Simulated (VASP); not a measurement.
Here is a VASP 6.6.1 calculation.

INCAR

```
SYSTEM = MoS
PREC = Accurate ; ENCUT = 520
EDIFF = 1E-7 ; ISMEAR = 0
SIGMA = 0.1 ; LREAL = .False.
LASPH = .True. ; NELM = 150
ALGO = Normal ; ISIF = 2
LWAVE = .False. ; LCHARG = .False.
ISPIN = 2 ; MAGMOM = 1 0
LORBIT = 11 ; LMAXMIX = 4
GGA = PE ; NBANDS = 21
```

KPOINTS

```
Automatic mesh
0
Gamma
  6 6 6
  0 0 0
```

POSCAR

```
MoS
1.0
    0.0000000000      2.4804599030      2.4804599030
    2.4804599030      0.0000000000      2.4804599030
    2.4804599030      2.4804599030      0.0000000000
Mo S
1 1
Direct
    0.5000000000      0.5000000000      0.5000000000
    0.0000000000      0.0000000000      0.0000000000
```

Potentials or basis: VASP PAW PBE potentials, release 64 (Mo_sv, S).

The run is started by

```bash
$ cat potpaw_PBE.64/Mo_sv/POTCAR potpaw_PBE.64/S/POTCAR > POTCAR
$ mpirun -np 1 vasp_std > vasp.out
```

Task: Estimate the site moments.

Result: Mo +0.48; S -0.01 μB.

Task: Estimate the pressure.

Result: 0.1 GPa.

Caveat: the k points lie up to 0.37 Å⁻¹ apart.
